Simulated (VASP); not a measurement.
## TiC: relaxation of cell and atoms with revPBE+D4

Crystal: TiC.

```
Ti C
1.0
     3.04209    0.00000    0.00000
    -1.52104    2.63452    0.00000
     0.00000    0.00000    2.69797
Ti C
1 1
Direct
  0.00000 0.00000 0.50000
  0.33333 0.66667 0.00000
```

```yaml
Program: VASP 6.6.1
Task: relaxation of cell and atoms
Functional: revPBE
Dispersion: D4
Potentials_or_basis: VASP PAW PBE potentials, release 64 (Ti_sv, C)
Cutoff: 600 eV
k_mesh: 10 × 10 × 10
Occupations: fermi-dirac, width 0.05 eV
Spin: no spin polarisation
Dipole_correction: no
Further_INCAR_settings: ALGO = Normal; EDIFF = 1e-06; IBRION = 2; EDIFFG = -0.01; NSW = 60; ISIF = 3
```

```yaml
Relaxed_volume: 10.55 Å³/atom
Relaxed_cell: a = 3.011 Å, b = 3.011 Å, c = 2.687 Å, α = 90.00°, β = 90.00°, γ = 120.00°
Space_group_after_relaxing_to_0.05_Å: P-6m2 (No. 187)
Energy_gained_by_relaxing: 4.0 meV/atom
Ionic_steps: 7
Pressure_after_relaxing: 0.1 GPa
Band_gap_on_the_k_mesh: zero (filled and empty bands touch)
Dispersion_energy_per_atom: -0.481 eV
```

Step by step:
```csv
step,energy change (eV),largest force (eV/Å),pressure (GPa),volume (Å³)
1,0.0000,0.0001,-5.00,21.62
2,0.0023,0.0000,6.05,20.58
3,-0.0077,0.0001,-0.04,21.13
4,-0.0077,0.0001,0.01,21.12
5,-0.0080,0.0000,-0.02,21.11
6,-0.0080,0.0001,-0.01,21.10
7,-0.0081,0.0000,0.08,21.10
```

Final structure:
```yaml
crystal:
  lattice:
    - [3.01148, -0.00002, 0.00000]
    - [-1.50575, 2.60800, 0.00000]
    - [0.00000, 0.00000, 2.68699]
  atoms:
    - { symbol: Ti, position: [0.00000, 0.00000, 0.50000] }
    - { symbol: C, position: [0.33333, 0.66667, 0.00000] }
```

Levels at points of the mesh, in eV from the Fermi level:
| k point | band 4 | band 5 | band 6 | band 7 | band 8 | band 9 | band 10 | band 11 | band 12 |
| --- | --- | --- | --- | --- | --- | --- | --- | --- | --- |
| (0.00, 0.00, 0.00) | -32.20 | -12.13 | -1.57 | -1.57 | -0.96 | 2.33 | 3.45 | 3.45 | 5.87 |
| (0.50, 0.00, 0.00) | -32.14 | -9.65 | -4.92 | -0.74 | -0.35 | 0.30 | 3.13 | 3.63 | 3.92 |
| (0.50, 0.50, 0.00) | -32.14 | -9.65 | -4.92 | -0.74 | -0.35 | 0.30 | 3.13 | 3.63 | 3.92 |
| (0.00, 0.00, 0.50) | -32.58 | -8.94 | -5.67 | -0.46 | -0.46 | 1.19 | 1.19 | 4.88 | 4.88 |
| (0.50, 0.00, 0.50) | -32.66 | -8.89 | -4.05 | -2.59 | -2.23 | 1.57 | 3.43 | 4.51 | 5.80 |
| (0.50, 0.50, 0.50) | -32.66 | -8.89 | -4.05 | -2.59 | -2.23 | 1.57 | 3.43 | 4.51 | 5.80 |

Run time: 69 s on 1 thread of Intel(R) Xeon(R) 6975P-C (Granite Rapids), with other jobs on the host, peak memory 0.19 GiB.

Caveat: the PAW data sets were made with another functional, which shifts forces and pressure a little; pairwise dispersion overbinds metals, which lowers pressure and volume.
